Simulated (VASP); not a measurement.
Runs of VASP 6.6.1 on Mg. The structure is that of space group P6_3/mmc (No. 194), or close to it. The cells are those of the table. 

```csv
task,level,cell,gap on the mesh (eV),pressure (GPa),largest force (eV/Å)
relaxation of the atoms,PBE,"atoms relaxed from a = 3.241, b = 3.217, c = 5.210 Å, angles 90.0, 90.0, 120.2°, 2 atoms",none,-0.8,0.01
single point,PBE,"a = 3.177, b = 3.201, c = 5.210 Å, angles 90.0, 90.0, 119.8°, 2 atoms",none,-0.1,0.01
single point,r2SCAN+D4,"a = 3.252, b = 3.252, c = 5.279 Å, angles 90.0, 90.0, 120.0°, 2 atoms",none,-2.9,-
single point,PBE,"a = 3.145, b = 3.193, c = 5.210 Å, angles 90.0, 90.0, 119.5°, 2 atoms",none,(a),0.01
single point,r2SCAN+D4,"a = 3.188, b = 3.188, c = 5.175 Å, angles 90.0, 90.0, 120.0°, 2 atoms",none,-0.8,-
```

Alike in all rows: potentials or basis VASP PAW PBE potentials, release 64 (Mg); no spin polarisation; k mesh 10 × 10 × 5; cutoff (eV) 520; smearing fermi-dirac 0.05 eV.

Problem. Estimate the missing entries.

Solution. (a) 0.2.

Caveats: the PAW data sets were made with another functional, which shifts forces and pressure a little (at least some runs); the relaxation stopped at its first step, so nothing moved (at least some runs).

A gap of «none» marks levels without a gap at the run's occupations.
